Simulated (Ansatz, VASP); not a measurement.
# One calculation of Au, two programs

```xyz
3
Lattice="2.9733 0.0000 0.0000 0.0000 2.9733 0.0000 -1.4867 -1.4867 6.0980" Properties=species:S:1:pos:R:3 pbc="T T T"
Au    0.0000    0.0000    0.0000
Au    0.0000    0.0000    4.0654
Au    1.4867    1.4867    2.0327
```

Alike in both runs: functional PBE; k mesh 14 × 14 × 14; occupations gaussian, width 0.1 eV; no spin polarisation.

Ansatz relaxed the structure, and its values are those at the end. VASP's run is a single point on that final structure, the one shown.

|  | VASP | Ansatz |
| --- | --- | --- |
| version | VASP 6.6.1 | Ansatz 0.2.0 |
| potentials or method | VASP PAW PBE potentials, release 64 (Au), cutoff 520 eV | scalar-relativistic, plane waves, PAW |
| valence electrons in the cell | 33 | 57 |

```tsv
	VASP	Ansatz	Ansatz less VASP
gap on the k mesh at the Fermi level (eV)	none	none	-
pressure (GPa)	-0.3	0.0	+0.24
```

A gap of «none» marks a metal or a gap that the smearing closes. VASP's potentials hold 33 valence electrons a cell and Ansatz's 57, so a difference there can come from the potentials and not from the codes.

Neither program's run includes spin-orbit coupling.
